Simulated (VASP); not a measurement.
# P (Im-3m) in VASP: further runs

The runs below take P through density of states, with PBE.

Program: VASP 6.6.1. These are calculated values, not measurements. Logs are shortened: lines on timing, memory, paths and dates and some standing lists are left out, and cuts for length are marked.

### Step 1. The cell of the first run

Symmetry: Im-3m, No. 229, cubic system. The conventional cell has a = 2.248 Å, b = 2.248 Å, c = 2.248 Å, α = 90.00°, β = 90.00°, γ = 90.00°. P (site symmetry m-3m) has 14 P at 1.95 to 2.25 Å within 2.6 Å.

### Step 2. Density of states, PBE (volume scaled by 0.4)

POSCAR reads:

```
P
1.0
   -1.1241760981      1.1241760981      1.1241760981
    1.1241760981     -1.1241760981      1.1241760981
    1.1241760981      1.1241760981     -1.1241760981
P
1
Direct
    0.0000000000      0.0000000000      0.0000000000
```

INCAR.step1 reads:

```
SYSTEM = P
ALGO     = Normal         ! electronic algorithm
EDIFF    = 1E-6           ! SCF threshold, eV
ENCUT    = 520            ! plane-wave cutoff, eV
GGA      = PE             ! functional
ISIF     = 2              ! what is computed and relaxed
ISMEAR   = -1             ! smearing method
LASPH    = .True.         ! aspherical terms in the spheres
LCHARG   = .True.         ! write CHGCAR
LREAL    = .False.        ! projectors in reciprocal space
LWAVE    = .False.        ! write WAVECAR
NBANDS   = 8              ! bands
NELM     = 60             ! most SCF steps
PREC     = Accurate       ! precision mode
SIGMA    = 0.1            ! smearing width, eV
```

KPOINTS.step1 reads:

```
k-points
0
Gamma
  17 17 17
  0 0 0
```

INCAR.step2 reads:

```
SYSTEM = P
ALGO     = Normal         ! electronic algorithm
EDIFF    = 1E-6           ! SCF threshold, eV
ENCUT    = 520            ! plane-wave cutoff, eV
GGA      = PE             ! functional
ICHARG   = 11             ! starting density
ISIF     = 2              ! what is computed and relaxed
ISMEAR   = -5             ! smearing method
LASPH    = .True.         ! aspherical terms in the spheres
LCHARG   = .False.        ! write CHGCAR
LORBIT   = 11             ! projections on sites
LREAL    = .False.        ! projectors in reciprocal space
LWAVE    = .False.        ! write WAVECAR
NEDOS    = 1001           ! points of the DOS
NELM     = 60             ! most SCF steps
PREC     = Accurate       ! precision mode
SIGMA    = 0.1            ! smearing width, eV
```

KPOINTS.step2 reads:

```
k-points
0
Gamma
  26 26 26
  0 0 0
```

Potentials or basis: VASP PAW PBE potentials, release 64 (P).

Started as:

```
> cat potpaw_PBE.64/P/POTCAR > POTCAR
> cp INCAR.step1 INCAR
> cp KPOINTS.step1 KPOINTS
> mpirun -np 1 vasp_std > vasp.out
> cp INCAR.step2 INCAR
> cp KPOINTS.step2 KPOINTS
> mpirun -np 1 vasp_std > vasp.out
```

OUTCAR:

```text
SYSTEM = P
   EDIFF = 1E-6
   ENCUT = 520
   GGA = PE
   ICHARG = 11
   ISIF = 2
   ISMEAR = -5
   LASPH = .True.
   LORBIT = 11
   LREAL = .False.
   NELM = 60
   PREC = Accurate

 ion  position               nearest neighbor table
   1  0.000  0.000  0.000-

  LATTYP: Found a body centered cubic cell.
 ALAT       =     2.2483521962

  Lattice vectors:

 A1 = (  -1.1241760981,   1.1241760981,   1.1241760981)
 A2 = (   1.1241760981,  -1.1241760981,   1.1241760981)
 A3 = (   1.1241760981,   1.1241760981,  -1.1241760981)

Analysis of symmetry for initial positions (statically):
=====================================================================
 Subroutine PRICEL returns:
 Original cell was already a primitive cell.

 Routine SETGRP: Setting up the symmetry group for a
 body centered cubic supercell.

 Subroutine GETGRP returns: Found 48 space group operations
 (whereof 48 operations were pure point group operations)
 out of a pool of 48 trial point group operations.

The static configuration has the point symmetry O_h .

Analysis of symmetry for dynamics (positions and initial velocities):
=====================================================================
 Subroutine PRICEL returns:
 Original cell was already a primitive cell.

 Routine SETGRP: Setting up the symmetry group for a
 body centered cubic supercell.

 Subroutine GETGRP returns: Found 48 space group operations
 (whereof 48 operations were pure point group operations)
 out of a pool of 48 trial point group operations.

The dynamic configuration has the point symmetry O_h .

 Subroutine INISYM returns: Found 48 space group operations
 (whereof 48 operations are pure point group operations),
 and found     1 'primitive' translations

----------------------------------------------------------------------------------------

                                     Primitive cell

  volume of cell :       5.6828

  direct lattice vectors                    reciprocal lattice vectors
    -1.124176098  1.124176098  1.124176098     0.000000000  0.444770175  0.444770175
     1.124176098 -1.124176098  1.124176098     0.444770175  0.000000000  0.444770175
     1.124176098  1.124176098 -1.124176098     0.444770175  0.444770175  0.000000000
[... 76 lines left out ...]
   ISTART =      0    job   : 0-new  1-cont  2-samecut
   ICHARG =     11    charge: 1-file 2-atom 10-const
   ISPIN  =      1    spin polarized calculation?
   LNONCOLLINEAR =      F non collinear calculations
   LSORBIT =      F    spin-orbit coupling
   LASPH  =      T    aspherical Exc in radial PAW
   ENCUT  =  520.0 eV  38.22 Ry    6.18 a.u.   3.62  3.62  3.62*2*pi/ulx,y,z
   NELM   =     60;   NELMIN=  2; NELMDL=  0     # of ELM steps
   EDIFF  = 0.1E-05   stopping-criterion for ELM
   LREAL  =      F    real-space projection
   EDIFFG = 0.1E-04   stopping-criterion for IOM
   NSW    =      0    number of steps for IOM
   IBRION =     -1    ionic relax: 0-MD 1-quasi-New 2-CG
   NFREE  =      0    steps in history (QN), initial steepest desc. (CG)
   ISIF   =      2    stress and relaxation
   ISYM   =      2    0-nonsym 1-usesym 2-fastsym
   POTIM  = 0.5000    time-step for ionic-motion
   TEBEG  =    0.0;   TEEND  =   0.0 temperature during run
   PSTRESS=    0.0 pullay stress
   NELECT =       5.0000    total number of electrons
   NUPDOWN=      -1.0000    fix difference up-down
   EMIN   =  10.00;   EMAX   =-10.00  energy-range for DOS
   EFERMI =   0.00;   METHOD = LEGACY
   ISMEAR =    -5;   SIGMA  =   0.10  broadening in eV -4-tet -1-fermi 0-gaus
   EFERMI_NEDOS =   21; number of points for ismear=-14 and -15
   IALGO  =     38    algorithm
   IMIX   =      4    mixing-type and parameters
     AMIX     =   0.40;   BMIX     =  1.00
     AMIX_MAG =   1.60;   BMIX_MAG =  1.00
  volume/ion in A,a.u.               =       5.68        38.35
  Fermi-wavevector in a.u.,A,eV,Ry     =   1.568714  2.964440 33.482090  2.460864
  Thomas-Fermi vector in A             =   2.670704
   LORBIT       =     11    0 simple, 1 ext, 2 COOP (PROOUT), +10 PAW based schemes
   GGA     = PE    functional components
   LHFCALC =     F    Hartree Fock is set to
   AEXX    =    0.0000 exact exchange contribution
   IVDW    =     0    specifies the selected vdW correction
   LEPSILON=     F    determine dielectric tensor
   LRPA    =     F    only Hartree local field effects (RPA)
 non-spin polarized calculation
 Fermi weights with tetrahedron method with Bloechl corrections
  energy-cutoff  :      520.00
  volume of cell :        5.68
 maximum number of plane-waves:       164

 number of electron       5.0000001 magnetization

 Free energy of the ion-electron system (eV)
  ---------------------------------------------------
  ext. energy  EPLUGINS =         0.00000000
  ---------------------------------------------------
  free energy    TOTEN  =         2.25088994 eV

  energy without entropy =        2.25088994  energy(sigma->0) =        2.25088994

 E-fermi :  28.8094     XC(G=0): -15.9623

 val. band max:       29.0088775385   @ k =  -0.2692   0.2692   0.2692
 cond. band min:      28.6397902907   @ k =  -0.3077   0.3077   0.3077
 fundamental gap:     -0.3690872478
 Fermi energy:        28.8093896827

 k-point     1 :       0.0000    0.0000    0.0000
  band No.  band energies     occupation
      1      -0.9456      2.00000
      2      44.2002      0.00000
      3      44.2002      0.00000
      4      44.2002      0.00000
      5      51.2424      0.00000
      6      51.2425      0.00000
[... 199 lines left out ...]
 k-point    24 :       0.3846    0.0385    0.0000
  band No.  band energies     occupation
      1       7.9117      2.00000
      2      18.2435      2.00000
      3      34.1127      0.00000
      4      37.6237      0.00000
      5      41.4087      0.00000
      6      45.1628      0.00000

 [... further k-points ...]
[... 5 lines left out ...]
  --------------------------------------------------------------------------------------
  -------------------------------------------------------------------------------------
  Total       20.3284092     20.3284092     20.3284092      0.0000000     -0.0000000     -0.0000000
  in kB     5731.2709778   5731.2709778   5731.2709778      0.0000000     -0.0000000     -0.0000000
  external PRESSURE =    5731.2709778 kB  Pullay stress =       0.0000000 kB

 VOLUME and BASIS-vectors are now :
 -----------------------------------------------------------------------------
  energy-cutoff  :      520.00
  volume of cell :        5.68
      direct lattice vectors                 reciprocal lattice vectors
    -1.124176098  1.124176098  1.124176098     0.000000000  0.444770175  0.444770175
     1.124176098 -1.124176098  1.124176098     0.444770175  0.000000000  0.444770175
     1.124176098  1.124176098 -1.124176098     0.444770175  0.444770175  0.000000000

 POSITION                                       TOTAL-FORCE (eV/Angst)
 -----------------------------------------------------------------------------------
      0.00000      0.00000      0.00000         0.000000      0.000000     -0.000000
 -----------------------------------------------------------------------------------
    total drift:                                0.000000      0.000000      0.000000

  FREE ENERGIE OF THE ION-ELECTRON SYSTEM (eV)
  ---------------------------------------------------
  free  energy   TOTEN  =         2.2508899418 eV

  energy  without entropy=        2.2508899418  energy(sigma->0) =        2.25088994

 total charge

# of ion       s       p       d       tot
------------------------------------------
    1        1.092   1.931   0.000   3.023
```

It took 14 s on 1 thread of AMD EPYC 7R13 (Zen 3), shared host; peak memory 0.11 GiB.

Results:

```yaml
Valence_electrons_inside_the_program's_atomic_spheres: P 3.02
```

Levels at points of the mesh, in eV from the Fermi level:
```csv
k point,band 1,band 2,band 3,band 4,band 5,band 6
"(0.00, 0.00, 0.00)",-29.75,15.39,15.39,15.39,22.43,22.43
"(0.50, 0.00, 0.00)",-17.46,-14.97,5.62,8.59,11.75,15.33
"(0.50, 0.50, 0.50)",-4.67,-4.67,-4.67,-4.50,-4.50,9.17
```

Caveat: tetrahedron occupations give inexact forces and stress in metals.

### Step 3. Density of states, PBE (volume scaled by 0.6)

POSCAR reads:

```
P
1.0
   -1.2868603906      1.2868603906      1.2868603906
    1.2868603906     -1.2868603906      1.2868603906
    1.2868603906      1.2868603906     -1.2868603906
P
1
Direct
    0.0000000000      0.0000000000      0.0000000000
```

INCAR.step1 reads:

```
ALGO = Normal
EDIFF = 1E-6
ENCUT = 520
GGA = PE
ISIF = 2
ISMEAR = -1
LASPH = True
LCHARG = True
LREAL = False
LWAVE = False
NBANDS = 8
NELM = 80
PREC = Accurate
SIGMA = 0.1
```

KPOINTS.step1 reads:

```
k-points
0
Gamma
  17 17 17
```

INCAR.step2 reads:

```
ALGO = Normal
EDIFF = 1E-6
ENCUT = 520
GGA = PE
ICHARG = 11
ISIF = 2
ISMEAR = -5
LASPH = True
LCHARG = False
LORBIT = 11
LREAL = False
LWAVE = False
NBANDS = 8
NEDOS = 2001
NELM = 80
PREC = Accurate
SIGMA = 0.1
```

KPOINTS.step2 reads:

```
k-points
0
Gamma
  26 26 26
```

Potentials or basis: VASP PAW PBE potentials, release 64 (P).

Started as:

```
> cat potpaw_PBE.64/P/POTCAR > POTCAR
> cp INCAR.step1 INCAR
> cp KPOINTS.step1 KPOINTS
> mpirun -np 1 vasp_std > vasp.out
> cp INCAR.step2 INCAR
> cp KPOINTS.step2 KPOINTS
> mpirun -np 1 vasp_std > vasp.out
```

OUTCAR:

```text
EDIFF = 1E-6
   ENCUT = 520
   GGA = PE
   ICHARG = 11
   ISIF = 2
   ISMEAR = -5
   LASPH = True
   LORBIT = 11
   LREAL = False
   NELM = 80
   PREC = Accurate

 ion  position               nearest neighbor table
   1  0.000  0.000  0.000-

  LATTYP: Found a body centered cubic cell.
 ALAT       =     2.5737207812

  Lattice vectors:

 A1 = (  -1.2868603906,   1.2868603906,   1.2868603906)
 A2 = (   1.2868603906,  -1.2868603906,   1.2868603906)
 A3 = (   1.2868603906,   1.2868603906,  -1.2868603906)

[... 442 lines left out ...]
      7      41.7893      0.00000
      8      44.2293      0.00000

 [... further k-points ...]
[... 5 lines left out ...]
  --------------------------------------------------------------------------------------
  -------------------------------------------------------------------------------------
  Total        7.3730670      7.3730670      7.3730670     -0.0000000      0.0000000     -0.0000000
  in kB     1385.8124880   1385.8124880   1385.8124880     -0.0000000      0.0000000     -0.0000000
  external PRESSURE =    1385.8124880 kB  Pullay stress =       0.0000000 kB

 VOLUME and BASIS-vectors are now :
 -----------------------------------------------------------------------------
  energy-cutoff  :      520.00
  volume of cell :        8.52
      direct lattice vectors                 reciprocal lattice vectors
    -1.286860391  1.286860391  1.286860391     0.000000000  0.388542536  0.388542536
     1.286860391 -1.286860391  1.286860391     0.388542536  0.000000000  0.388542536
     1.286860391  1.286860391 -1.286860391     0.388542536  0.388542536  0.000000000

 POSITION                                       TOTAL-FORCE (eV/Angst)
 -----------------------------------------------------------------------------------
      0.00000      0.00000      0.00000         0.000000      0.000000     -0.000000
 -----------------------------------------------------------------------------------
    total drift:                               -0.000000      0.000000     -0.000000

  FREE ENERGIE OF THE ION-ELECTRON SYSTEM (eV)
  ---------------------------------------------------
  free  energy   TOTEN  =        -3.1046129377 eV

  energy  without entropy=       -3.1046129377  energy(sigma->0) =       -3.10461294

 total charge

# of ion       s       p       d       tot
------------------------------------------
    1        1.080   1.500   0.000   2.579
```

OSZICAR.step1:

```text
N       E                     dE             d eps       ncg     rms          rms(c)
DAV:   1     0.108974086882E+01    0.10897E+01   -0.24994E+03  3072   0.479E+02
DAV:   2    -0.311078227024E+01   -0.42005E+01   -0.41079E+01  3856   0.476E+01
DAV:   3    -0.312988396000E+01   -0.19102E-01   -0.19092E-01  2880   0.347E+00
DAV:   4    -0.312989241279E+01   -0.84528E-05   -0.84525E-05  4240   0.768E-02
DAV:   5    -0.312989241451E+01   -0.17204E-08   -0.16638E-08  2960   0.547E-04    0.106E+01
DAV:   6    -0.311738835753E+01    0.12504E-01   -0.21387E-03  2816   0.284E-01    0.619E+00
DAV:   7    -0.311021714892E+01    0.71712E-02   -0.45797E-03  2944   0.419E-01    0.871E-02
DAV:   8    -0.311021034891E+01    0.68000E-05   -0.10101E-05  3432   0.284E-02    0.201E-02
DAV:   9    -0.311021201456E+01   -0.16656E-05   -0.45998E-07  2840   0.550E-03    0.367E-03
DAV:  10    -0.311021160733E+01    0.40723E-06   -0.37428E-08  1512   0.120E-03
   1 F= -.31102116E+01 E0= -.31044382E+01  d E =-.115469E-01
```

Wall time 43 s (1 thread of AMD EPYC 7R13 (Zen 3), shared host); peak memory 0.13 GiB.

Results:

```
Valence electrons inside the program's atomic spheres : P 2.58
```

Levels at points of the mesh, in eV from the Fermi level:
```
           k point  band 1  band 2  band 3  band 4  band 5  band 6
(0.00, 0.00, 0.00)  -23.12   13.47   13.47   13.47   13.89   13.89
(0.50, 0.00, 0.00)  -12.82  -12.28    4.87    6.45    8.51   11.08
(0.50, 0.50, 0.50)   -4.00   -4.00   -4.00   -0.93   -0.93    1.22
```

Caveat: tetrahedron occupations give inexact forces and stress in metals.

(Part 1 of 2 ends here.)
